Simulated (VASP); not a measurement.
# TiC (I4/mmm) in VASP: further runs

TiC is run at these levels: PBE; tasks: single point.

All numbers are computed with VASP 6.6.1; they aren't measurements. Logs are shortened: lines on timing, memory, paths and dates and some standing lists are left out, and cuts for length are marked.

### 1 The cell of the first run

Symmetry: I4/mmm, No. 139, tetragonal system. Conventional cell: a = 2.969 Å, b = 2.969 Å, c = 4.263 Å, α = 90.00°, β = 90.00°, γ = 90.00°. Within 2.8 Å of Ti (site symmetry 4/mmm) lie 6 C at 2.10 to 2.13 Å. C (site symmetry 4/mmm) has 6 Ti at 2.10 to 2.13 Å within 2.8 Å.

### 2 Single point, PBE (strain -0.030 along x and y, -0.015 along z)

INCAR

```
SYSTEM = TiC
ALGO     = Normal         ! electronic algorithm
EDIFF    = 1E-6           ! SCF threshold, eV
ENCUT    = 520            ! plane-wave cutoff, eV
GGA      = PE             ! functional
ISIF     = 2              ! what is computed and relaxed
ISMEAR   = 0              ! smearing method
LASPH    = .True.         ! aspherical terms in the spheres
LCHARG   = .True.         ! write CHGCAR
LELF     = .True.         ! ELF
LREAL    = .False.        ! projectors in reciprocal space
LVHAR    = .True.       
LWAVE    = .False.        ! write WAVECAR
NBANDS   = 15             ! bands
NELM     = 80             ! most SCF steps
PREC     = Accurate       ! precision mode
SIGMA    = 0.15           ! smearing width, eV
```

KPOINTS

```
k-points
0
Gamma
  18 18 18
  0 0 0
```

POSCAR

```
TiC
1.0
    0.0000000000      2.0990800000      2.1315400000
    2.0990800000      0.0000000000      2.1315400000
    2.0990800000      2.0990800000      0.0000000000
Ti C
1 1
Direct
    0.0000000000      0.0000000000      0.0000000000
    0.5000000000      0.5000000000      0.5000000000
```

Potentials or basis: VASP PAW PBE potentials, release 64 (Ti_sv, C).

Command:

```bash
$ cat potpaw_PBE.64/Ti_sv/POTCAR potpaw_PBE.64/C/POTCAR > POTCAR
$ mpirun -np 1 vasp_std > vasp.out
```

OUTCAR:

```text
SYSTEM = TiC
   EDIFF = 1E-6
   ENCUT = 520
   GGA = PE
   ISIF = 2
   ISMEAR = 0
   LASPH = .True.
   LREAL = .False.
   NELM = 80
   PREC = Accurate

 ion  position               nearest neighbor table
   1  0.000  0.000  0.000-   2 2.10   2 2.10   2 2.10   2 2.10   2 2.13   2 2.13
   2  0.500  0.500  0.500-   1 2.10   1 2.10   1 2.10   1 2.10   1 2.13   1 2.13

  LATTYP: Found a body centered tetragonal cell.
 ALAT       =     2.9685474045
 C/A-ratio  =     1.4360828443

  Lattice vectors:

 A1 = (  -2.0990800000,   0.0000000000,   2.1315400000)
 A2 = (   2.0990800000,   0.0000000000,   2.1315400000)
 A3 = (   0.0000000000,   2.0990800000,  -2.1315400000)

Analysis of symmetry for initial positions (statically):
=====================================================================
 Subroutine PRICEL returns:
 Original cell was already a primitive cell.

 Routine SETGRP: Setting up the symmetry group for a
 body centered tetragonal supercell.

 Subroutine GETGRP returns: Found 16 space group operations
 (whereof 16 operations were pure point group operations)
 out of a pool of 16 trial point group operations.

The static configuration has the point symmetry D_4h.

Analysis of symmetry for dynamics (positions and initial velocities):
=====================================================================
 Subroutine PRICEL returns:
 Original cell was already a primitive cell.

 Routine SETGRP: Setting up the symmetry group for a
 body centered tetragonal supercell.

 Subroutine GETGRP returns: Found 16 space group operations
 (whereof 16 operations were pure point group operations)
 out of a pool of 16 trial point group operations.

The dynamic configuration has the point symmetry D_4h.

 Subroutine INISYM returns: Found 16 space group operations
 (whereof 16 operations are pure point group operations),
 and found     1 'primitive' translations

----------------------------------------------------------------------------------------

                                     Primitive cell

  volume of cell :      18.7837

  direct lattice vectors                    reciprocal lattice vectors
     0.000000000  2.099080000  2.131540000    -0.238199592  0.238199592  0.234572187
     2.099080000  0.000000000  2.131540000     0.238199592 -0.238199592  0.234572187
     2.099080000  2.099080000  0.000000000     0.238199592  0.238199592 -0.234572187

  length of vectors
     2.991588143  2.991588143  2.968547405     0.410490198  0.410490198  0.410490198

  position of ions in fractional coordinates (direct lattice)
     0.000000000  0.000000000  0.000000000
     0.500000000  0.500000000  0.500000000

  ion indices of the primitive-cell ions
   primitive index   ion index
                 1           1
                 2           2

----------------------------------------------------------------------------------------

 KPOINTS: k-points

Automatic generation of k-mesh.
 Grid dimensions read from file:
 generate k-points for:   18   18   18

 Generating k-lattice:

  Cartesian coordinates                     Fractional coordinates (reciprocal lattice)
    -0.013233311  0.013233311  0.013031788     0.055555556  0.000000000  0.000000000
     0.013233311 -0.013233311  0.013031788     0.000000000  0.055555556  0.000000000
     0.013233311  0.013233311 -0.013031788    -0.000000000 -0.000000000  0.055555556

  Length of vectors
     0.022805011  0.022805011  0.022805011

  Shift w.r.t. Gamma in fractional coordinates (k-lattice)
     0.000000000  0.000000000  0.000000000

 Subroutine IBZKPT returns following result:
 ===========================================

 Found    480 irreducible k-points:

 Following reciprocal coordinates:
            Coordinates               Weight
  0.000000  0.000000  0.000000      1.000000
  0.055556  0.000000  0.000000      8.000000
  0.111111  0.000000  0.000000      8.000000
  0.166667 -0.000000  0.000000      8.000000
  0.222222  0.000000  0.000000      8.000000
  0.277778  0.000000  0.000000      8.000000
[... 16 lines left out ...]
 -0.277778  0.055556  0.000000      8.000000
 -0.222222  0.055556  0.000000      8.000000
 [... further k-points ...]
   k-points           NKPTS =    480   k-points in BZ     NKDIM =    480   number of bands    NBANDS=     15
   number of dos      NEDOS =    301   number of ions     NIONS =      2
   total plane-waves  NPLWV =  13824
   dimension x,y,z NGX =    24 NGY =   24 NGZ =   24
   dimension x,y,z NGXF=    48 NGYF=   48 NGZF=   48
   ions per type =               1   1
   NGX,Y,Z   is equivalent  to a cutoff of  13.34, 13.34, 13.44 a.u.
   NGXF,Y,Z  is equivalent  to a cutoff of  26.67, 26.67, 26.88 a.u.
 SYSTEM =  TiC
   PREC   = accura    normal or accurate (medium, high low for compatibility)
   ISTART =      0    job   : 0-new  1-cont  2-samecut
   ICHARG =      2    charge: 1-file 2-atom 10-const
   ISPIN  =      1    spin polarized calculation?
   LNONCOLLINEAR =      F non collinear calculations
   LSORBIT =      F    spin-orbit coupling
   LASPH  =      T    aspherical Exc in radial PAW
   ENCUT  =  520.0 eV  38.22 Ry    6.18 a.u.   5.56  5.56  5.52*2*pi/ulx,y,z
   NELM   =     80;   NELMIN=  2; NELMDL= -5     # of ELM steps
   EDIFF  = 0.1E-05   stopping-criterion for ELM
   LREAL  =      F    real-space projection
   EDIFFG = 0.1E-04   stopping-criterion for IOM
   NSW    =      0    number of steps for IOM
   IBRION =     -1    ionic relax: 0-MD 1-quasi-New 2-CG
   NFREE  =      0    steps in history (QN), initial steepest desc. (CG)
   ISIF   =      2    stress and relaxation
   ISYM   =      2    0-nonsym 1-usesym 2-fastsym
   POTIM  = 0.5000    time-step for ionic-motion
   TEBEG  =    0.0;   TEEND  =   0.0 temperature during run
   PSTRESS=    0.0 pullay stress
   NELECT =      16.0000    total number of electrons
   NUPDOWN=      -1.0000    fix difference up-down
   EMIN   =  10.00;   EMAX   =-10.00  energy-range for DOS
   EFERMI =   0.00;   METHOD = LEGACY
   ISMEAR =     0;   SIGMA  =   0.15  broadening in eV -4-tet -1-fermi 0-gaus
   EFERMI_NEDOS =   21; number of points for ismear=-14 and -15
   IALGO  =     38    algorithm
   IMIX   =      4    mixing-type and parameters
     AMIX     =   0.40;   BMIX     =  1.00
     AMIX_MAG =   1.60;   BMIX_MAG =  1.00
  volume/ion in A,a.u.               =       9.39        63.38
  Fermi-wavevector in a.u.,A,eV,Ry     =   1.551866  2.932602 32.766767  2.408289
  Thomas-Fermi vector in A             =   2.656324
   LORBIT       =      0    0 simple, 1 ext, 2 COOP (PROOUT), +10 PAW based schemes
   GGA     = PE    functional components
   LHFCALC =     F    Hartree Fock is set to
   AEXX    =    0.0000 exact exchange contribution
   IVDW    =     0    specifies the selected vdW correction
   LEPSILON=     F    determine dielectric tensor
   LRPA    =     F    only Hartree local field effects (RPA)
 non-spin polarized calculation
 Gauss-broadening in eV      SIGMA  =   0.15
  energy-cutoff  :      520.00
  volume of cell :       18.78
 maximum number of plane-waves:       532
 NGX is ok and might be reduce to    24
   NGX = 11   NGY = 11   NGZ = 11

 number of electron      15.9999999 magnetization

 Free energy of the ion-electron system (eV)
  ---------------------------------------------------
  ext. energy  EPLUGINS =         0.00000000
  ---------------------------------------------------
  free energy    TOTEN  =       -18.59735906 eV

  energy without entropy =      -18.59403493  energy(sigma->0) =      -18.59569700

 E-fermi :  10.3705     XC(G=0): -13.1088

 val. band max:       10.3631464189   @ k =   0.1111   0.0000   0.1111
 cond. band min:      10.3729104277   @ k =   0.5000   0.0000   0.5000
 fundamental gap:      0.0097640088
 Fermi energy:        10.3704794784

 k-point     1 :       0.0000    0.0000    0.0000
  band No.  band energies     occupation
      1     -46.0010      2.00000
      2     -21.9886      2.00000
      3     -21.9705      2.00000
      4     -21.9705      2.00000
      5      -2.4004      2.00000
      6      10.9939      0.00000
      7      11.1224      0.00000
      8      11.1224      0.00000
      9      12.0896      0.00000
     10      12.1661      0.00000
     11      12.1661      0.00000
     12      12.1756      0.00000
     13      12.3064      0.00000
     14      22.0408      0.00000
     15      24.7091      0.00000

 k-point     2 :       0.0556    0.0000    0.0000
  band No.  band energies     occupation
      1     -45.9979      2.00000
      2     -22.0015      2.00000
      3     -21.9807      2.00000
      4     -21.9721      2.00000
      5      -2.3229      2.00000
      6      10.6774      0.00381
      7      10.8801      0.00000
      8      10.9735      0.00000
      9      11.4648      0.00000
     10      11.5158      0.00000
     11      12.3727      0.00000
     12      13.1056      0.00000
     13      13.2197      0.00000
     14      22.1632      0.00000
     15      24.7701      0.00000

 k-point     3 :       0.1111    0.0000    0.0000
  band No.  band energies     occupation
      1     -45.9890      2.00000
      2     -22.0582      2.00000
      3     -21.9900      2.00000
      4     -21.9768      2.00000
      5      -2.0945      2.00000
      6       9.8916      1.99999
      7      10.1833      1.92240
      8      10.2661      1.67471
      9      11.4759      0.00000
     10      11.5209      0.00000
     11      12.7172      0.00000
     12      14.1243      0.00000
     13      14.2560      0.00000
     14      22.4708      0.00000
     15      24.8893      0.00000
[... 343 lines left out ...]
 k-point    23 :      -0.2778    0.0556    0.0000
  band No.  band energies     occupation
      1     -45.9324      2.00000
      2     -22.4100      2.00000
      3     -22.0511      2.00000
      4     -21.9967      2.00000
      5      -0.3967      2.00000
      6       6.6083      2.00000
      7       7.9578      2.00000
      8       8.1284      2.00000
      9      12.4322      0.00000
     10      12.8248      0.00000
     11      13.8881      0.00000
     12      16.8042      0.00000
     13      18.0925      0.00000
     14      21.7576      0.00000
     15      26.0241      0.00000

 k-point    24 :      -0.2222    0.0556    0.0000
  band No.  band energies     occupation
      1     -45.9501      2.00000
      2     -22.2994      2.00000
      3     -22.0392      2.00000
      4     -21.9869      2.00000
      5      -0.9935      2.00000
      6       7.5590      2.00000
      7       8.4413      2.00000
      8       8.6477      2.00000
      9      12.0311      0.00000
     10      12.4623      0.00000
     11      13.5663      0.00000
     12      15.9052      0.00000
     13      17.2234      0.00000
     14      22.5562      0.00000
     15      25.3896      0.00000

 [... further k-points ...]
[... 5 lines left out ...]
  --------------------------------------------------------------------------------------
  -------------------------------------------------------------------------------------
  Total        3.0947482      3.0947482      2.1239124      0.0000000     -0.0000000      0.0000000
  in kB      263.9699220    263.9699220    181.1614186      0.0000000     -0.0000000      0.0000000
  external PRESSURE =     236.3670875 kB  Pullay stress =       0.0000000 kB

 VOLUME and BASIS-vectors are now :
 -----------------------------------------------------------------------------
  energy-cutoff  :      520.00
  volume of cell :       18.78
      direct lattice vectors                 reciprocal lattice vectors
     0.000000000  2.099080000  2.131540000    -0.238199592  0.238199592  0.234572187
     2.099080000  0.000000000  2.131540000     0.238199592 -0.238199592  0.234572187
     2.099080000  2.099080000  0.000000000     0.238199592  0.238199592 -0.234572187

 POSITION                                       TOTAL-FORCE (eV/Angst)
 -----------------------------------------------------------------------------------
      0.00000      0.00000      0.00000        -0.000000     -0.000000     -0.000000
      2.09908      2.09908      2.13154         0.000000      0.000000      0.000000
 -----------------------------------------------------------------------------------
    total drift:                                0.000000     -0.000000     -0.000000

  FREE ENERGIE OF THE ION-ELECTRON SYSTEM (eV)
  ---------------------------------------------------
  free  energy   TOTEN  =       -18.5973590626 eV

  energy  without entropy=      -18.5940349312  energy(sigma->0) =      -18.59569700
```

It took 62 s on 1 thread of Intel Xeon Platinum 8488C (Sapphire Rapids), shared host; peak memory 0.25 GiB.

What came out:

- Free energy: -18.5974 eV
- Pressure: 23.6 GPa
- Band gap on the k mesh: zero (band 8 reaches 11.12 eV, above the bottom of band 9 at 9.90 eV)

Caveat: the cell differs from its parent crystal (strain -0.030 along x and y, -0.015 along z).

### 3 Single point, PBE (strain -0.030 along x and y, +0.000 along z)

INCAR

```
SYSTEM = TiC
ALGO = Normal
EDIFF = 1E-7
ENCUT = 520
GGA = PE
ISIF = 2
ISMEAR = 0
LASPH = .True.
LCHARG = .False.
LREAL = .False.
LWAVE = .False.
NBANDS = 15
NELM = 100
PREC = Accurate
SIGMA = 0.15
```

KPOINTS is that of step 2.

POSCAR

```
TiC
1.0
    0.0000000000      2.0990800000      2.1640000000
    2.0990800000      0.0000000000      2.1640000000
    2.0990800000      2.0990800000      0.0000000000
Ti C
1 1
Direct
    0.0000000000      0.0000000000      0.0000000000
    0.5000000000      0.5000000000      0.5000000000
```

Potentials or basis: VASP PAW PBE potentials, release 64 (Ti_sv, C).

Command:

```bash
$ cat potpaw_PBE.64/Ti_sv/POTCAR potpaw_PBE.64/C/POTCAR > POTCAR
$ mpirun -np 1 vasp_std > vasp.out
```

Wall time 67 s (1 thread of Intel Xeon Platinum 8488C (Sapphire Rapids), shared host); peak memory 0.26 GiB.

The run converged. Its results:

```yaml
Free_energy: -18.6214 eV
Pressure: 19.0 GPa
Band_gap_on_the_k_mesh: zero (band 8 reaches 10.98 eV, above the bottom of band 9 at 9.67 eV)
```

Stress tensor (GPa, compression positive):
```
24.06  0.00  0.00
 0.00 24.06  0.00
 0.00  0.00  8.89
```

Levels at points of the mesh, in eV from the Fermi level:
| k point | band 4 | band 5 | band 6 | band 7 | band 8 | band 9 | band 10 | band 11 | band 12 | band 13 |
| --- | --- | --- | --- | --- | --- | --- | --- | --- | --- | --- |
| (0.00, 0.00, 0.00) | -32.39 | -12.70 | 0.54 | 0.79 | 0.79 | 1.66 | 1.70 | 1.80 | 1.80 | 1.96 |
| (0.50, 0.00, 0.00) | -32.43 | -8.90 | -6.14 | -3.15 | -3.09 | 3.10 | 3.24 | 4.48 | 8.53 | 8.55 |
| (0.50, 0.50, 0.00) | -32.58 | -10.42 | -3.71 | -1.79 | 0.17 | 0.17 | 2.93 | 3.81 | 3.81 | 6.21 |
| (0.50, 0.00, 0.50) | -32.62 | -10.37 | -3.35 | -1.84 | -0.09 | -0.04 | 2.93 | 3.72 | 3.94 | 6.52 |

Caveat: the cell differs from its parent crystal (strain -0.030 along x and y, +0.000 along z).

### 4 Single point, PBE (strain -0.015 along x and y, -0.030 along z)

INCAR

```
SYSTEM = TiC
ALGO = Normal ; EDIFF = 1E-7
ENCUT = 520 ; GGA = PE
ISIF = 2 ; ISMEAR = 0
LASPH = .TRUE. ; LCHARG = .FALSE.
LREAL = .FALSE. ; LWAVE = .FALSE.
NBANDS = 15 ; NELM = 80
PREC = Accurate ; SIGMA = 0.15
```

KPOINTS

```
k-points
0
G
  18 18 18
  0 0 0
```

POSCAR

```
TiC
1.0
    0.0000000000      2.1315400000      2.0990800000
    2.1315400000      0.0000000000      2.0990800000
    2.1315400000      2.1315400000      0.0000000000
Ti C
1 1
Direct
    0.0000000000      0.0000000000      0.0000000000
    0.5000000000      0.5000000000      0.5000000000
```

Command:

```bash
$ cat potpaw_PBE.64/Ti_sv/POTCAR potpaw_PBE.64/C/POTCAR > POTCAR
$ mpirun -np 1 vasp_std > vasp.out
```

It took 72 s on 1 thread of Intel Xeon Platinum 8488C (Sapphire Rapids), shared host; peak memory 0.25 GiB.

It converged, with:

* Free energy: -18.6356 eV
* Pressure: 18.6 GPa
* Band gap on the k mesh: zero (band 8 reaches 10.97 eV, above the bottom of band 9 at 9.65 eV)

Stress tensor (GPa, compression positive):
```
15.86  0.00  0.00
 0.00 15.86  0.00
 0.00  0.00 23.96
```

Levels at points of the mesh, in eV from the Fermi level:
```csv
k point,band 6,band 7,band 8,band 9,band 10,band 11
"(0.00, 0.00, 0.00)",0.66,0.66,0.79,1.73,1.73,1.78
"(0.50, 0.00, 0.00)",-6.14,-3.13,-3.10,3.13,3.20,4.46
"(0.50, 0.50, 0.00)",-3.35,-1.84,-0.07,-0.07,2.94,3.83
"(0.50, 0.00, 0.50)",-3.54,-1.81,0.04,0.07,2.93,3.77
```

Caveat: the cell differs from its parent crystal (strain -0.015 along x and y, -0.030 along z).

### 5 Overview

```csv
cell,gap on the mesh (eV),pressure (GPa)
"a = 2.992, b = 2.992, c = 2.969 Å, angles 60.3, 60.3, 59.5°, 2 atoms",none,23.6
"a = 3.015, b = 3.015, c = 2.969 Å, angles 60.5, 60.5, 59.0°, 2 atoms",none,19.0
"a = 2.992, b = 2.992, c = 3.014 Å, angles 59.7, 59.7, 60.5°, 2 atoms",none,18.6
```

Alike in all rows: task single point; level PBE; potentials or basis VASP PAW PBE potentials, release 64 (Ti_sv, C); no spin polarisation; k mesh 18 × 18 × 18; cutoff (eV) 520; smearing gaussian 0.15 eV.

Total energies depend on the potentials used, so only differences within one code and one set of settings carry meaning.
